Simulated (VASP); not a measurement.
# F (P6_3/mmc) in VASP: relaxation of cell and atoms with PBE

Aim: the relaxation of cell and atoms of F with PBE.

Everything below comes from runs of VASP 6.6.1. Logs are shortened: lines on timing, memory, paths and dates and some standing lists are left out, and cuts for length are marked.

## 1. The cell of the first run

It takes space group P6_3/mmc (No. 194, hexagonal). The conventional cell has a = 2.646 Å, b = 2.646 Å, c = 4.287 Å, α = 90.00°, β = 90.00°, γ = 120.00°. F (site symmetry -6m2) has 12 F at 2.63 to 2.65 Å within 3.5 Å.

## 2. Relaxation of cell and atoms, PBE

Contents of INCAR:

```
PREC = Accurate
ENCUT = 1350
EDIFF = 1E-7
ISMEAR = -1
SIGMA = 0.05
LREAL = F
LASPH = T
NELM = 120
ALGO = Normal
ISIF = 3
LWAVE = F
LCHARG = F
GGA = PE
IBRION = 2
NSW = 60
EDIFFG = -0.005
GGA_COMPAT = F
NELMIN = 4
```

Contents of KPOINTS:

```
regular mesh
0
Gamma
  18 18 10
```

Contents of POSCAR:

```
F
1.0
    2.6463212685      0.0000000000      0.0000000000
   -1.3231606343      2.2917814451      0.0000000000
    0.0000000000      0.0000000000      4.2870404550
F
2
Direct
    0.3333333333      0.6666666667      0.2500000000
    0.6666666667      0.3333333333      0.7500000000
```

Potentials or basis: VASP PAW PBE potentials, release 64 (F_h).

Launch:

```console
$ cat potpaw_PBE.64/F_h/POTCAR > POTCAR
$ mpirun -np 1 vasp_std > vasp.out
```

OUTCAR:

```text
PREC = Accurate
   ENCUT = 1350
   EDIFF = 1E-7
   ISMEAR = -1
   LREAL = F
   LASPH = T
   NELM = 120
   ISIF = 3
   GGA = PE
   IBRION = 2
   NSW = 60
   EDIFFG = -0.005
   NELMIN = 4

 ion  position               nearest neighbor table
   1  0.333  0.667  0.250-
   2  0.667  0.333  0.750-

  LATTYP: Found a hexagonal cell.
 ALAT       =     2.6463212685
 C/A-ratio  =     1.6200000000

  Lattice vectors:

 A1 = (   2.6463212685,   0.0000000000,   0.0000000000)
 A2 = (  -1.3231606343,   2.2917814451,   0.0000000000)
 A3 = (   0.0000000000,   0.0000000000,   4.2870404550)

Analysis of symmetry for initial positions (statically):
=====================================================================
 Subroutine PRICEL returns:
 Original cell was already a primitive cell.

 Routine SETGRP: Setting up the symmetry group for a
 hexagonal supercell.

 Subroutine GETGRP returns: Found 24 space group operations
 (whereof 12 operations were pure point group operations)
 out of a pool of 24 trial point group operations.

The static configuration has the point symmetry D_3d.
 The point group associated with its full space group is D_6h.

Analysis of symmetry for dynamics (positions and initial velocities):
=====================================================================
 Subroutine PRICEL returns:
 Original cell was already a primitive cell.

 Routine SETGRP: Setting up the symmetry group for a
 hexagonal supercell.

 Subroutine GETGRP returns: Found 24 space group operations
 (whereof 12 operations were pure point group operations)
 out of a pool of 24 trial point group operations.

The dynamic configuration has the point symmetry D_3d.
 The point group associated with its full space group is D_6h.

 Subroutine INISYM returns: Found 24 space group operations
 (whereof 12 operations are pure point group operations),
 and found     1 'primitive' translations

----------------------------------------------------------------------------------------

                                     Primitive cell

  volume of cell :      26.0000

  direct lattice vectors                    reciprocal lattice vectors
     2.646321268  0.000000000  0.000000000     0.377883068  0.218170891  0.000000000
    -1.323160634  2.291781445  0.000000000     0.000000000  0.436341782  0.000000000
     0.000000000  0.000000000  4.287040455     0.000000000  0.000000000  0.233261153

  length of vectors
     2.646321268  2.646321269  4.287040455     0.436341782  0.436341782  0.233261153
[... 109 lines left out ...]
   IVDW    =     0    specifies the selected vdW correction
   LEPSILON=     F    determine dielectric tensor
   LRPA    =     F    only Hartree local field effects (RPA)
 conjugate gradient relaxation of ions
 non-spin polarized calculation
  energy-cutoff  :     1350.00
  volume of cell :       26.00
 maximum number of plane-waves:      2976
 NGX is ok and might be reduce to    32
   NGX = 15   NGY = 15   NGZ = 25

--------------------------------------- Ionic step        1  -------------------------------------------

 number of electron      14.0000002 magnetization

 Free energy of the ion-electron system (eV)
  ---------------------------------------------------
  ext. energy  EPLUGINS =         0.00000000
  ---------------------------------------------------
  free energy    TOTEN  =        -1.39535108 eV

  energy without entropy =       -1.31821628  energy(sigma->0) =       -1.35678368

------------------------ aborting loop because EDIFF is reached ----------------------------------------

  FORCE on cell =-STRESS in cart. coord.  units (eV):
  Direction    XX          YY          ZZ          XY          YZ          ZX
  --------------------------------------------------------------------------------------
  -------------------------------------------------------------------------------------
  Total       -1.0286922     -1.0286922     -1.1761339      0.0000000      0.0000000      0.0000000
  in kB      -63.3902834    -63.3902834    -72.4759656      0.0000000      0.0000000      0.0000000
  external PRESSURE =     -66.4188442 kB  Pullay stress =       0.0000000 kB
[... 89 lines left out ...]
  FREE ENERGIE OF THE ION-ELECTRON SYSTEM (eV)
  ---------------------------------------------------
  free  energy   TOTEN  =        -1.5448057754 eV

  energy  without entropy=       -1.4853596961  energy(sigma->0) =       -1.51508274

 E-fermi :  -1.9376     XC(G=0): -10.2683

 val. band max:       -1.9383283921   @ k =   0.3889   0.2222   0.1000
 cond. band min:      -1.9370944482   @ k =   0.3333   0.2222   0.1000
 fundamental gap:      0.0012339439
 Fermi energy:        -1.9375855497

 k-point     1 :       0.0000    0.0000    0.0000
  band No.  band energies     occupation
      1     -24.5053      2.00000
      2     -21.1092      2.00000
      3      -5.5032      2.00000
      4      -3.9562      2.00000
      5      -3.9562      2.00000
      6      -2.1365      1.96326
      7      -2.1365      1.96326
      8      -1.4258      0.00007
      9      11.0094      0.00000
     10      17.8818      0.00000
     11      27.1248      0.00000
[... 310 lines left out ...]
  band No.  band energies     occupation
      1     -23.1891      2.00000
      2     -22.0837      2.00000
      3      -5.6286      2.00000
      4      -4.5807      2.00000
      5      -4.1158      2.00000
      6      -3.1984      2.00000
      7      -2.8008      2.00000
      8      -1.7574      0.05296
      9      14.8628      0.00000
     10      18.5830      0.00000
     11      19.9898      0.00000

 [... further k-points ...]

[... ionic steps 4 to 24 ...]

--------------------------------------- Ionic step       25  -------------------------------------------

 number of electron      13.9999999 magnetization

------------------------ aborting loop because EDIFF is reached ----------------------------------------
[... 67 lines left out ...]
--------------------------------------- Ionic step       27  -------------------------------------------

 number of electron      13.9999999 magnetization

 Free energy of the ion-electron system (eV)
  ---------------------------------------------------
  ext. energy  EPLUGINS =         0.00000000
  ---------------------------------------------------
  free energy    TOTEN  =        -1.93735640 eV

  energy without entropy =       -1.90302896  energy(sigma->0) =       -1.92019268

 E-fermi :  -2.4610     XC(G=0):  -9.9856

 val. band max:       -2.4620686925   @ k =   0.3333   0.3333   0.1000
 cond. band min:      -2.4563166236   @ k =   0.3333   0.2778   0.3000
 fundamental gap:      0.0057520689
 Fermi energy:        -2.4610420859

 k-point     1 :       0.0000    0.0000    0.0000
  band No.  band energies     occupation
      1     -24.6970      2.00000
      2     -21.6339      2.00000
      3      -5.7213      2.00000
      4      -4.3911      2.00000
      5      -4.3911      2.00000
      6      -2.6543      1.95891
      7      -2.6543      1.95891
      8      -2.0051      0.00022
      9      10.1500      0.00000
     10      17.3144      0.00000
     11      24.1729      0.00000
[... 351 lines left out ...]
  FREE ENERGIE OF THE ION-ELECTRON SYSTEM (eV)
  ---------------------------------------------------
  free  energy   TOTEN  =        -1.9373564050 eV

  energy  without entropy=       -1.9030289621  energy(sigma->0) =       -1.92019268

 reached required accuracy - stopping structural energy minimisation
```

CONTCAR:

```text
F
   1.00000000000000
     2.8740476903650625   -0.0000000000028572    0.0000000000000001
    -1.4370238452393080    2.4889983115502332    0.0000000000000004
     0.0000000000000004   -0.0000000000000005    2.9252016384991597
  F
     2
Direct
     0.3333333332999970    0.6666666667000030    0.2500000000000000
     0.6666666667000030    0.3333333332999970    0.7500000000000000

  0.00000000E+00  0.00000000E+00  0.00000000E+00
  0.00000000E+00  0.00000000E+00  0.00000000E+00
```

It took 24 min on 1 thread of Intel Xeon 6975P-C (Granite Rapids), shared host; peak memory 0.38 GiB.

Results:

```yaml
Free_energy: -1.9374 eV
Relaxed_volume: 10.46 Å³/atom
Relaxed_cell: a = 2.874 Å, b = 2.874 Å, c = 2.925 Å, α = 90.00°, β = 90.00°, γ = 120.00°
Space_group_after_relaxing_to_0.1_Å: P6_3/mmc (No. 194)
Energy_gained_by_relaxing: 271.0 meV/atom
Ionic_steps: 27
Pressure_after_relaxing: 0.0 GPa
Band_gap_on_the_k_mesh: zero (bands 7 and 8 overlap by 1.53 eV)
```

Step by step:
```
step  energy change (eV)  largest force (eV/Å)  pressure (GPa)  volume (Å³)
   1              0.0000                0.0000           -6.64        26.00
   2             -0.0769                0.0000           -5.61        24.02
   3             -0.1495                0.0000           -1.91        21.20
   4             -0.1543                0.0000            1.00        20.00
   5             -0.1552                0.0000            0.02        20.35
   6             -0.1551                0.0000            0.30        20.25
   7             -0.1601                0.0000            0.39        20.20
   8             -0.1905                0.0000            0.57        20.04
   9             -0.2969                0.0000            1.18        19.65
  10             -0.4714                0.0000            7.09        18.57
  11             -0.4603                0.0000           11.03        18.15
  12             -0.4707                0.0000            9.13        18.34
  13             -0.4714                0.0000            9.16        18.34
  14             -0.4734                0.0000            9.28        18.36
  15             -0.4759                0.0000            9.54        18.39
  16             -0.4750                0.0000           10.15        18.44
  17             -0.4763                0.0000            9.87        18.42
  18             -0.4801                0.0000            9.51        18.48
  19             -0.4907                0.0000            8.48        18.68
  20             -0.5085                0.0000            6.57        19.07
  21             -0.5321                0.0000            3.30        19.87
  22             -0.5392                0.0000           -1.41        21.54
  23             -0.5420                0.0000           -0.12        20.99
  24             -0.5420                0.0000            0.04        20.93
  25             -0.5420                0.0000            0.03        20.93
  26             -0.5420                0.0000            0.03        20.93
  27             -0.5420                0.0000            0.01        20.93
```

Final structure:
```
CELL_PARAMETERS angstrom
2.87405 0.00000 0.00000
-1.43702 2.48900 0.00000
0.00000 0.00000 2.92520
ATOMIC_POSITIONS crystal
F 0.33333 0.66667 0.25000
F 0.66667 0.33333 0.75000
```

Caveat: the volume moved by over 15 % at a fixed basis, so the end points are rough; the nearest neighbours stand farther apart than a usual bond.
